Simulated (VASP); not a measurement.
# Rh (Fd-3m) in VASP: further runs, part 2 of 2

VASP 6.6.1. Earlier steps stand in the parts before.

**3. Single point, PBE**

File INCAR:

```
SYSTEM = Rh
ALGO = Normal ; EDIFF = 1E-7
ENCUT = 520 ; GGA = PE
ISIF = 2 ; ISMEAR = -1
LASPH = .TRUE. ; LCHARG = .FALSE.
LREAL = .FALSE. ; LWAVE = .FALSE.
NBANDS = 22 ; NELM = 60
PREC = Accurate ; SIGMA = 0.05
```

File KPOINTS:

```
k-points
0
G
  13 13 13
  0 0 0
```

File POSCAR:

```
Rh
1.0
    0.0000000000      2.6301692825      2.6301692825
    2.6301692825      0.0000000000      2.6301692825
    2.6301692825      2.6301692825      0.0000000000
Rh
2
Direct
   -0.1250000000     -0.1250000000     -0.1250000000
    0.1250000000      0.1250000000      0.1250000000
```

Potentials or basis: VASP PAW PBE potentials, release 64 (Rh_pv).

Command:

```
$ cat potpaw_PBE.64/Rh_pv/POTCAR > POTCAR
$ mpirun -np 1 vasp_std > vasp.out
```

OUTCAR:

```text
SYSTEM = Rh
   EDIFF = 1E-7
   ENCUT = 520
   GGA = PE
   ISIF = 2
   ISMEAR = -1
   LASPH = .TRUE.
   LREAL = .FALSE.
   NELM = 60
   PREC = Accurate

 ion  position               nearest neighbor table
   1  0.875  0.875  0.875-   2 2.28   2 2.28   2 2.28   2 2.28
   2  0.125  0.125  0.125-   1 2.28   1 2.28   1 2.28   1 2.28

  LATTYP: Found a face centered cubic cell.
 ALAT       =     5.2603385650

  Lattice vectors:

 A1 = (   0.0000000000,   2.6301692825,   2.6301692825)
 A2 = (   2.6301692825,   0.0000000000,   2.6301692825)
 A3 = (   2.6301692825,   2.6301692825,   0.0000000000)

Analysis of symmetry for initial positions (statically):
=====================================================================
 Subroutine PRICEL returns:
 Original cell was already a primitive cell.

 Routine SETGRP: Setting up the symmetry group for a
 face centered cubic supercell.

 Subroutine GETGRP returns: Found 48 space group operations
 (whereof 12 operations were pure point group operations)
 out of a pool of 48 trial point group operations.

The static configuration has the point symmetry D_3d.
 The point group associated with its full space group is O_h .

Analysis of symmetry for dynamics (positions and initial velocities):
=====================================================================
 Subroutine PRICEL returns:
 Original cell was already a primitive cell.

 Routine SETGRP: Setting up the symmetry group for a
 face centered cubic supercell.

 Subroutine GETGRP returns: Found 48 space group operations
 (whereof 12 operations were pure point group operations)
 out of a pool of 48 trial point group operations.

The dynamic configuration has the point symmetry D_3d.
 The point group associated with its full space group is O_h .

 Subroutine INISYM returns: Found 48 space group operations
 (whereof 12 operations are pure point group operations),
 and found     1 'primitive' translations

----------------------------------------------------------------------------------------

                                     Primitive cell

  volume of cell :      36.3899

  direct lattice vectors                    reciprocal lattice vectors
     0.000000000  2.630169282  2.630169282    -0.190101832  0.190101832  0.190101832
     2.630169282  0.000000000  2.630169282     0.190101832 -0.190101832  0.190101832
     2.630169282  2.630169282  0.000000000     0.190101832  0.190101832 -0.190101832

  length of vectors
     3.719621071  3.719621071  3.719621071     0.329266032  0.329266032  0.329266032

  position of ions in fractional coordinates (direct lattice)
     0.875000000  0.875000000  0.875000000
     0.125000000  0.125000000  0.125000000

  ion indices of the primitive-cell ions
   primitive index   ion index
                 1           1
                 2           2

----------------------------------------------------------------------------------------

 KPOINTS: k-points

Automatic generation of k-mesh.
 Grid dimensions read from file:
 generate k-points for:   13   13   13

 Generating k-lattice:

  Cartesian coordinates                     Fractional coordinates (reciprocal lattice)
    -0.014623218  0.014623218  0.014623218     0.076923077  0.000000000  0.000000000
     0.014623218 -0.014623218  0.014623218     0.000000000  0.076923077  0.000000000
     0.014623218  0.014623218 -0.014623218     0.000000000  0.000000000  0.076923077

  Length of vectors
     0.025328156  0.025328156  0.025328156

  Shift w.r.t. Gamma in fractional coordinates (k-lattice)
     0.000000000  0.000000000  0.000000000

 Subroutine IBZKPT returns following result:
 ===========================================

 Found     84 irreducible k-points:

 Following reciprocal coordinates:
            Coordinates               Weight
  0.000000  0.000000  0.000000      1.000000
  0.076923  0.000000  0.000000      8.000000
  0.153846  0.000000  0.000000      8.000000
  0.230769  0.000000  0.000000      8.000000
  0.307692  0.000000  0.000000      8.000000
  0.384615  0.000000  0.000000      8.000000
[... 16 lines left out ...]
  0.384615  0.153846  0.000000     24.000000
  0.461538  0.153846  0.000000     24.000000
 [... further k-points ...]
   k-points           NKPTS =     84   k-points in BZ     NKDIM =     84   number of bands    NBANDS=     22
   number of dos      NEDOS =    301   number of ions     NIONS =      2
   total plane-waves  NPLWV =  21952
   dimension x,y,z NGX =    28 NGY =   28 NGZ =   28
   dimension x,y,z NGXF=    56 NGYF=   56 NGZF=   56
   ions per type =               2
   NGX,Y,Z   is equivalent  to a cutoff of  12.51, 12.51, 12.51 a.u.
   NGXF,Y,Z  is equivalent  to a cutoff of  25.03, 25.03, 25.03 a.u.
 SYSTEM =  Rh
   PREC   = accura    normal or accurate (medium, high low for compatibility)
   ISTART =      0    job   : 0-new  1-cont  2-samecut
   ICHARG =      2    charge: 1-file 2-atom 10-const
   ISPIN  =      1    spin polarized calculation?
   LNONCOLLINEAR =      F non collinear calculations
   LSORBIT =      F    spin-orbit coupling
   LASPH  =      T    aspherical Exc in radial PAW
   ENCUT  =  520.0 eV  38.22 Ry    6.18 a.u.   6.92  6.92  6.92*2*pi/ulx,y,z
   NELM   =     60;   NELMIN=  2; NELMDL= -5     # of ELM steps
   EDIFF  = 0.1E-06   stopping-criterion for ELM
   LREAL  =      F    real-space projection
   EDIFFG = 0.1E-05   stopping-criterion for IOM
   NSW    =      0    number of steps for IOM
   IBRION =     -1    ionic relax: 0-MD 1-quasi-New 2-CG
   NFREE  =      0    steps in history (QN), initial steepest desc. (CG)
   ISIF   =      2    stress and relaxation
   ISYM   =      2    0-nonsym 1-usesym 2-fastsym
   POTIM  = 0.5000    time-step for ionic-motion
   TEBEG  =    0.0;   TEEND  =   0.0 temperature during run
   PSTRESS=    0.0 pullay stress
   NELECT =      30.0000    total number of electrons
   NUPDOWN=      -1.0000    fix difference up-down
   EMIN   =  10.00;   EMAX   =-10.00  energy-range for DOS
   EFERMI =   0.00;   METHOD = LEGACY
   ISMEAR =    -1;   SIGMA  =   0.05  broadening in eV -4-tet -1-fermi 0-gaus
   EFERMI_NEDOS =   21; number of points for ismear=-14 and -15
   IALGO  =     38    algorithm
   IMIX   =      4    mixing-type and parameters
     AMIX     =   0.40;   BMIX     =  1.00
     AMIX_MAG =   1.60;   BMIX_MAG =  1.00
  volume/ion in A,a.u.               =      18.19       122.79
  Fermi-wavevector in a.u.,A,eV,Ry     =   1.535047  2.900817 32.060332  2.356368
  Thomas-Fermi vector in A             =   2.641890
   LORBIT       =      0    0 simple, 1 ext, 2 COOP (PROOUT), +10 PAW based schemes
   GGA     = PE    functional components
   LHFCALC =     F    Hartree Fock is set to
   AEXX    =    0.0000 exact exchange contribution
   IVDW    =     0    specifies the selected vdW correction
   LEPSILON=     F    determine dielectric tensor
   LRPA    =     F    only Hartree local field effects (RPA)
 non-spin polarized calculation
  energy-cutoff  :      520.00
  volume of cell :       36.39
 maximum number of plane-waves:       992
   NGX = 13   NGY = 13   NGZ = 13

 number of electron      30.0000006 magnetization

 Free energy of the ion-electron system (eV)
  ---------------------------------------------------
  ext. energy  EPLUGINS =         0.00000000
  ---------------------------------------------------
  free energy    TOTEN  =       -11.91747126 eV

  energy without entropy =      -11.89436658  energy(sigma->0) =      -11.90591892

 E-fermi :   8.2745     XC(G=0): -11.9173

 val. band max:        8.2687979131   @ k =   0.4615   0.2308   0.0000
 cond. band min:       8.2851861672   @ k =  -0.3077   0.2308   0.0769
 fundamental gap:      0.0163882542
 Fermi energy:         8.2744680943

 k-point     1 :       0.0000    0.0000    0.0000
  band No.  band energies     occupation
      1     -39.4220      2.00000
      2     -39.4220      2.00000
      3     -39.4220      2.00000
      4     -38.5144      2.00000
      5     -38.5144      2.00000
      6     -38.5144      2.00000
[... 14 lines left out ...]
     21      21.5825      0.00000
     22      22.0924      0.00000

 k-point     2 :       0.0769    0.0000    0.0000
  band No.  band energies     occupation
      1     -39.4282      2.00000
      2     -39.4282      2.00000
      3     -39.4207      2.00000
      4     -38.5162      2.00000
      5     -38.5079      2.00000
      6     -38.5079      2.00000
[... 14 lines left out ...]
     21      21.3747      0.00000
     22      22.4513      0.00000
[... 523 lines left out ...]
     21      19.2798      0.00000
     22      23.2551      0.00000

 k-point    24 :       0.4615    0.1538    0.0000
  band No.  band energies     occupation
      1     -39.5726      2.00000
      2     -39.5425      2.00000
      3     -39.2946      2.00000
      4     -38.6485      2.00000
      5     -38.3876      2.00000
      6     -38.3615      2.00000
[... 14 lines left out ...]
     21      19.1648      0.00000
     22      23.8784      0.00000

 [... further k-points ...]
[... 5 lines left out ...]
  --------------------------------------------------------------------------------------
  -------------------------------------------------------------------------------------
  Total        5.9618792      5.9618792      5.9618792      0.0000000      0.0000000      0.0000000
  in kB      262.4899327    262.4899327    262.4899327      0.0000000      0.0000000      0.0000000
  external PRESSURE =     262.4899327 kB  Pullay stress =       0.0000000 kB

 VOLUME and BASIS-vectors are now :
 -----------------------------------------------------------------------------
  energy-cutoff  :      520.00
  volume of cell :       36.39
      direct lattice vectors                 reciprocal lattice vectors
     0.000000000  2.630169282  2.630169282    -0.190101832  0.190101832  0.190101832
     2.630169282  0.000000000  2.630169282     0.190101832 -0.190101832  0.190101832
     2.630169282  2.630169282  0.000000000     0.190101832  0.190101832 -0.190101832

 POSITION                                       TOTAL-FORCE (eV/Angst)
 -----------------------------------------------------------------------------------
      4.60280      4.60280      4.60280        -0.000000     -0.000000     -0.000000
      0.65754      0.65754      0.65754         0.000000      0.000000      0.000000
 -----------------------------------------------------------------------------------
    total drift:                                0.000000     -0.000000     -0.000000

  FREE ENERGIE OF THE ION-ELECTRON SYSTEM (eV)
  ---------------------------------------------------
  free  energy   TOTEN  =       -11.9174712564 eV

  energy  without entropy=      -11.8943665774  energy(sigma->0) =      -11.90591892
```

It took 60 s on 1 thread of Intel Xeon Platinum 8259CL at 2.50GHz (Skylake/Cascade Lake), shared host; peak memory 0.19 GiB.

What came out:

```
Free energy            : -11.9175 eV
Pressure               : 26.2 GPa
Band gap on the k mesh : zero (bands 15 and 16 overlap by 1.41 eV)
```

Levels at points of the mesh, in eV from the Fermi level:
| k point | band 13 | band 14 | band 15 | band 16 | band 17 | band 18 |
| --- | --- | --- | --- | --- | --- | --- |
| (0.00, 0.00, 0.00) | -1.72 | -1.72 | -1.72 | 0.52 | 0.52 | 12.93 |

Caveat: the cell stands under pressure.
